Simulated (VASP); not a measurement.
Si5P3, 16 atoms in the cell. The cell holds a disordered packing, 16 atoms: a = 6.216 Å, b = 6.143 Å, c = 6.064 Å, α = 89.46°, β = 90.21°, γ = 89.37°. 

```yaml
Program: VASP 6.6.1
Task: single point
Functional: PBE
Potentials_or_basis: VASP PAW PBE potentials, release 64 (Si, P)
Cutoff: 520 eV
k_mesh: 1 × 1 × 1, shifted
Occupations: fermi-dirac, width 0.0689 eV
Spin: no spin polarisation
Dipole_correction: no
Further_INCAR_settings: LREAL = Auto; ALGO = Normal; EDIFF = 1e-06; NBANDS = 49; ISYM = 0
```

Potentials or basis: VASP PAW PBE potentials, release 64 (Si, P).

The run is started by

```console
$ cat potpaw_PBE.64/Si/POTCAR potpaw_PBE.64/P/POTCAR > POTCAR
$ mpirun -np 1 vasp_std > vasp.out
```

Hardware: 1 thread of Intel(R) Xeon(R) Platinum 8259CL CPU @ 2.50GHz (Skylake/Cascade Lake), on a shared host.

**Question.** How long does it take, and how much memory?

**Answer.** Wall time 26 s on 1 thread of Intel(R) Xeon(R) Platinum 8259CL CPU @ 2.50GHz (Skylake/Cascade Lake), with other jobs on the host, peak memory 0.29 GiB. Counts: scf iterations 14, k points 1.
